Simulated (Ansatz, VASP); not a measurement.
**InSb in VASP and in Ansatz**

```xyz
2
Lattice="0.0000 3.2391 3.2391 3.2391 0.0000 3.2391 3.2391 3.2391 0.0000" Properties=species:S:1:pos:R:3 pbc="T T T"
In    0.0000    0.0000    0.0000
Sb    4.8587    4.8587    4.8587
```

Alike in both runs: task single point; functional PBE; dispersion D4; k mesh 6 × 6 × 6; occupations gaussian, width 0.05 eV; no spin polarisation.

```csv
,VASP,Ansatz
version,VASP 6.6.1,Ansatz 0.2.0
potentials or method,"VASP PAW PBE potentials, release 64 (In_d, Sb), cutoff 520 eV","scalar-relativistic, plane waves, PAW"
valence electrons in the cell,18,28
```

```csv
,VASP,Ansatz,Ansatz less VASP
gap on the k mesh at the Fermi level (eV),none,none,-
pressure (GPa),1.3,1.3,+0.03
```

A gap of «none» marks a metal or a gap that the smearing closes. VASP's potentials hold 18 valence electrons a cell and Ansatz's 28, so a difference there can come from the potentials and not from the codes.

Spin-orbit coupling is off throughout.
